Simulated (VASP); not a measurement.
# Pb (Fd-3m) in VASP: further runs

Pb is run at these levels: PBE, PBEsol, LDA; tasks: single point.

Program: VASP 6.6.1. These are calculated values, not measurements. Logs are shortened: lines on timing, memory, paths and dates and some standing lists are left out, and cuts for length are marked.

**1. The cell of the first run**

Symmetry: Fd-3m, No. 227, cubic system. The conventional cell has a = 6.738 Å, b = 6.738 Å, c = 6.738 Å, α = 90.00°, β = 90.00°, γ = 90.00°. Pb (site symmetry -43m) has 4 Pb at 2.92 Å within 3.8 Å.

**2. Single point, PBE**

Contents of INCAR:

```
SYSTEM = Pb
  PREC = Accurate
  ENCUT = 520
  EDIFF = 1E-6
  ISMEAR = -1
  SIGMA = 0.05
  LREAL = .False.
  LASPH = .True.
  NELM = 100
  ALGO = Normal
  ISIF = 2
  LWAVE = .False.
  LCHARG = .False.
  GGA = PE
  NBANDS = 21
```

Contents of KPOINTS:

```
Automatic mesh
0
Gamma
  7 7 7
  0 0 0
```

Contents of POSCAR:

```
Pb
1.0
    0.0000000000      3.3687966822      3.3687966822
    3.3687966822      0.0000000000      3.3687966822
    3.3687966822      3.3687966822      0.0000000000
Pb
2
Direct
    0.2500000000      0.2500000000      0.2500000000
    0.0000000000      0.0000000000      0.0000000000
```

Potentials or basis: VASP PAW PBE potentials, release 64 (Pb_d).

Run with:

```sh
cat potpaw_PBE.64/Pb_d/POTCAR > POTCAR
mpirun -np 1 vasp_std > vasp.out
```

OUTCAR:

```text
SYSTEM = Pb
   PREC = Accurate
   ENCUT = 520
   EDIFF = 1E-6
   ISMEAR = -1
   LREAL = .False.
   LASPH = .True.
   NELM = 100
   ISIF = 2
   GGA = PE

 ion  position               nearest neighbor table
   1  0.250  0.250  0.250-   2 2.92   2 2.92   2 2.92   2 2.92
   2  0.000  0.000  0.000-   1 2.92   1 2.92   1 2.92   1 2.92

  LATTYP: Found a face centered cubic cell.
 ALAT       =     6.7375933644

  Lattice vectors:

 A1 = (   0.0000000000,   3.3687966822,   3.3687966822)
 A2 = (   3.3687966822,   0.0000000000,   3.3687966822)
 A3 = (   3.3687966822,   3.3687966822,   0.0000000000)

Analysis of symmetry for initial positions (statically):
=====================================================================
 Subroutine PRICEL returns:
 Original cell was already a primitive cell.

 Routine SETGRP: Setting up the symmetry group for a
 face centered cubic supercell.

 Subroutine GETGRP returns: Found 48 space group operations
 (whereof 24 operations were pure point group operations)
 out of a pool of 48 trial point group operations.

The static configuration has the point symmetry T_d .
 The point group associated with its full space group is O_h .

Analysis of symmetry for dynamics (positions and initial velocities):
=====================================================================
 Subroutine PRICEL returns:
 Original cell was already a primitive cell.

 Routine SETGRP: Setting up the symmetry group for a
 face centered cubic supercell.

 Subroutine GETGRP returns: Found 48 space group operations
 (whereof 24 operations were pure point group operations)
 out of a pool of 48 trial point group operations.

The dynamic configuration has the point symmetry T_d .
 The point group associated with its full space group is O_h .

 Subroutine INISYM returns: Found 48 space group operations
 (whereof 24 operations are pure point group operations),
 and found     1 'primitive' translations

----------------------------------------------------------------------------------------

                                     Primitive cell

  volume of cell :      76.4635

  direct lattice vectors                    reciprocal lattice vectors
     0.000000000  3.368796682  3.368796682    -0.148420949  0.148420949  0.148420949
     3.368796682  0.000000000  3.368796682     0.148420949 -0.148420949  0.148420949
     3.368796682  3.368796682  0.000000000     0.148420949  0.148420949 -0.148420949

  length of vectors
     4.764197957  4.764197957  4.764197957     0.257072624  0.257072624  0.257072624

  position of ions in fractional coordinates (direct lattice)
     0.250000000  0.250000000  0.250000000
     0.000000000  0.000000000  0.000000000

  ion indices of the primitive-cell ions
   primitive index   ion index
                 1           1
                 2           2

----------------------------------------------------------------------------------------

 KPOINTS: Automatic mesh

Automatic generation of k-mesh.
 Grid dimensions read from file:
 generate k-points for:    7    7    7

 Generating k-lattice:

  Cartesian coordinates                     Fractional coordinates (reciprocal lattice)
    -0.021202993  0.021202993  0.021202993     0.142857143  0.000000000  0.000000000
     0.021202993 -0.021202993  0.021202993     0.000000000  0.142857143  0.000000000
     0.021202993  0.021202993 -0.021202993     0.000000000  0.000000000  0.142857143

  Length of vectors
     0.036724661  0.036724661  0.036724661

  Shift w.r.t. Gamma in fractional coordinates (k-lattice)
     0.000000000  0.000000000  0.000000000

 Subroutine IBZKPT returns following result:
 ===========================================

 Found     20 irreducible k-points:

 Following reciprocal coordinates:
            Coordinates               Weight
  0.000000  0.000000  0.000000      1.000000
  0.142857  0.000000  0.000000      8.000000
  0.285714  0.000000  0.000000      8.000000
  0.428571  0.000000  0.000000      8.000000
  0.142857  0.142857  0.000000      6.000000
  0.285714  0.142857  0.000000     24.000000
[... 12 lines left out ...]
 -0.428571  0.428571  0.142857     24.000000
 -0.285714  0.428571  0.142857     24.000000
   k-points           NKPTS =     20   k-points in BZ     NKDIM =     20   number of bands    NBANDS=     21
   number of dos      NEDOS =    301   number of ions     NIONS =      2
   total plane-waves  NPLWV =  46656
   dimension x,y,z NGX =    36 NGY =   36 NGZ =   36
   dimension x,y,z NGXF=    72 NGYF=   72 NGZF=   72
   ions per type =               2
   NGX,Y,Z   is equivalent  to a cutoff of  12.56, 12.56, 12.56 a.u.
   NGXF,Y,Z  is equivalent  to a cutoff of  25.12, 25.12, 25.12 a.u.
 SYSTEM =  Pb
   PREC   = accura    normal or accurate (medium, high low for compatibility)
   ISTART =      0    job   : 0-new  1-cont  2-samecut
   ICHARG =      2    charge: 1-file 2-atom 10-const
   ISPIN  =      1    spin polarized calculation?
   LNONCOLLINEAR =      F non collinear calculations
   LSORBIT =      F    spin-orbit coupling
   LASPH  =      T    aspherical Exc in radial PAW
   ENCUT  =  520.0 eV  38.22 Ry    6.18 a.u.   8.86  8.86  8.86*2*pi/ulx,y,z
   NELM   =    100;   NELMIN=  2; NELMDL= -5     # of ELM steps
   EDIFF  = 0.1E-05   stopping-criterion for ELM
   LREAL  =      F    real-space projection
   EDIFFG = 0.1E-04   stopping-criterion for IOM
   NSW    =      0    number of steps for IOM
   IBRION =     -1    ionic relax: 0-MD 1-quasi-New 2-CG
   NFREE  =      0    steps in history (QN), initial steepest desc. (CG)
   ISIF   =      2    stress and relaxation
   ISYM   =      2    0-nonsym 1-usesym 2-fastsym
   POTIM  = 0.5000    time-step for ionic-motion
   TEBEG  =    0.0;   TEEND  =   0.0 temperature during run
   PSTRESS=    0.0 pullay stress
   NELECT =      28.0000    total number of electrons
   NUPDOWN=      -1.0000    fix difference up-down
   EMIN   =  10.00;   EMAX   =-10.00  energy-range for DOS
   EFERMI =   0.00;   METHOD = LEGACY
   ISMEAR =    -1;   SIGMA  =   0.05  broadening in eV -4-tet -1-fermi 0-gaus
   EFERMI_NEDOS =   21; number of points for ismear=-14 and -15
   IALGO  =     38    algorithm
   IMIX   =      4    mixing-type and parameters
     AMIX     =   0.40;   BMIX     =  1.00
     AMIX_MAG =   1.60;   BMIX_MAG =  1.00
  volume/ion in A,a.u.               =      38.23       258.00
  Fermi-wavevector in a.u.,A,eV,Ry     =   1.171231  2.213306 18.664241  1.371783
  Thomas-Fermi vector in A             =   2.307678
   LORBIT       =      0    0 simple, 1 ext, 2 COOP (PROOUT), +10 PAW based schemes
   GGA     = PE    functional components
   LHFCALC =     F    Hartree Fock is set to
   AEXX    =    0.0000 exact exchange contribution
   IVDW    =     0    specifies the selected vdW correction
   LEPSILON=     F    determine dielectric tensor
   LRPA    =     F    only Hartree local field effects (RPA)
 non-spin polarized calculation
  energy-cutoff  :      520.00
  volume of cell :       76.46
 maximum number of plane-waves:      2085
   NGX = 17   NGY = 17   NGZ = 17

 number of electron      28.0000003 magnetization

 Free energy of the ion-electron system (eV)
  ---------------------------------------------------
  ext. energy  EPLUGINS =         0.00000000
  ---------------------------------------------------
  free energy    TOTEN  =        -6.45237987 eV

  energy without entropy =       -6.44646367  energy(sigma->0) =       -6.44942177

 E-fermi :   4.9262     XC(G=0):  -8.6956

 val. band max:        4.8837899122   @ k =  -0.1429   0.1429   0.0000
 cond. band min:       4.9698020262   @ k =   0.1429   0.0000   0.0000
 fundamental gap:      0.0860121140
 Fermi energy:         4.9261770906

 k-point     1 :       0.0000    0.0000    0.0000
  band No.  band energies     occupation
      1     -12.4130      2.00000
      2     -12.4130      2.00000
      3     -12.4130      2.00000
      4     -12.3259      2.00000
      5     -12.3259      2.00000
      6     -11.8240      2.00000
[... 13 lines left out ...]
     20      12.9555      0.00000
     21      12.9555      0.00000

 k-point     2 :       0.1429    0.0000    0.0000
  band No.  band energies     occupation
      1     -12.4350      2.00000
      2     -12.4350      2.00000
      3     -12.4081      2.00000
      4     -12.2938      2.00000
      5     -12.2938      2.00000
      6     -11.8567      2.00000
[... 13 lines left out ...]
     20      12.2514      0.00000
     21      12.2514      0.00000

 k-point     3 :       0.2857    0.0000    0.0000
  band No.  band energies     occupation
      1     -12.4588      2.00000
      2     -12.4588      2.00000
      3     -12.3968      2.00000
      4     -12.2505      2.00000
      5     -12.2505      2.00000
      6     -11.8909      2.00000
[... 13 lines left out ...]
     20      12.2562      0.00000
     21      12.2562      0.00000

 k-point     4 :       0.4286    0.0000    0.0000
  band No.  band energies     occupation
      1     -12.4681      2.00000
      2     -12.4681      2.00000
      3     -12.3872      2.00000
      4     -12.2301      2.00000
      5     -12.2301      2.00000
      6     -11.9038      2.00000
[... 13 lines left out ...]
     20      13.2098      0.00000
     21      13.2098      0.00000

 k-point     5 :       0.1429    0.1429    0.0000
  band No.  band energies     occupation
      1     -12.4337      2.00000
      2     -12.4296      2.00000
      3     -12.4296      2.00000
      4     -12.2989      2.00000
      5     -12.2593      2.00000
      6     -11.9276      2.00000
[... 13 lines left out ...]
     20      11.0853      0.00000
     21      13.4442      0.00000
[... 286 lines left out ...]
     20      12.8414      0.00000
     21      13.5983      0.00000

 k-point    18 :      -0.4286    0.2857    0.1429
  band No.  band energies     occupation
      1     -12.5175      2.00000
      2     -12.4946      2.00000
      3     -12.3118      2.00000
      4     -12.1793      2.00000
      5     -12.1274      2.00000
      6     -12.0633      2.00000
[... 13 lines left out ...]
     20      13.2344      0.00000
     21      13.6178      0.00000

 k-point    19 :      -0.4286    0.4286    0.1429
  band No.  band energies     occupation
      1     -12.5096      2.00000
      2     -12.5066      2.00000
      3     -12.3012      2.00000
      4     -12.1895      2.00000
      5     -12.1200      2.00000
      6     -12.0326      2.00000
[... 13 lines left out ...]
     20      13.6736      0.00000
     21      14.8932      0.00000

 k-point    20 :      -0.2857    0.4286    0.1429
  band No.  band energies     occupation
      1     -12.5286      2.00000
      2     -12.5080      2.00000
      3     -12.2633      2.00000
      4     -12.1537      2.00000
      5     -12.1052      2.00000
      6     -12.0533      2.00000
[... 13 lines left out ...]
     20      13.7058      0.00000
     21      15.0121      0.00000

------------------------ aborting loop because EDIFF is reached ----------------------------------------

  FORCE on cell =-STRESS in cart. coord.  units (eV):
  Direction    XX          YY          ZZ          XY          YZ          ZX
  --------------------------------------------------------------------------------------
  -------------------------------------------------------------------------------------
  Total        2.3589699      2.3589699      2.3589699     -0.0000000      0.0000000      0.0000000
  in kB       49.4286322     49.4286322     49.4286322     -0.0000000      0.0000000      0.0000000
  external PRESSURE =      49.4286322 kB  Pullay stress =       0.0000000 kB

 VOLUME and BASIS-vectors are now :
 -----------------------------------------------------------------------------
  energy-cutoff  :      520.00
  volume of cell :       76.46
      direct lattice vectors                 reciprocal lattice vectors
     0.000000000  3.368796682  3.368796682    -0.148420949  0.148420949  0.148420949
     3.368796682  0.000000000  3.368796682     0.148420949 -0.148420949  0.148420949
     3.368796682  3.368796682  0.000000000     0.148420949  0.148420949 -0.148420949

 POSITION                                       TOTAL-FORCE (eV/Angst)
 -----------------------------------------------------------------------------------
      1.68440      1.68440      1.68440         0.000000      0.000000     -0.000000
      0.00000      0.00000      0.00000        -0.000000     -0.000000      0.000000
 -----------------------------------------------------------------------------------
    total drift:                                0.000000      0.000000      0.000000

  FREE ENERGIE OF THE ION-ELECTRON SYSTEM (eV)
  ---------------------------------------------------
  free  energy   TOTEN  =        -6.4523798708 eV

  energy  without entropy=       -6.4464636653  energy(sigma->0) =       -6.44942177
```

Wall time 37 s (1 thread of AMD EPYC 7R43 (Zen 3), shared host); peak memory 0.17 GiB.

Results:

| Item | Value |
| --- | --- |
| Free energy | -6.4524 eV |
| Pressure | 4.9 GPa |
| Band gap on the k mesh | zero (band 14 reaches 5.36 eV, above the bottom of band 15 at 4.15 eV) |

Caveat: spin-orbit coupling is left out, which moves the levels of the heavy elements.

(Continued in part 2 of 2.)
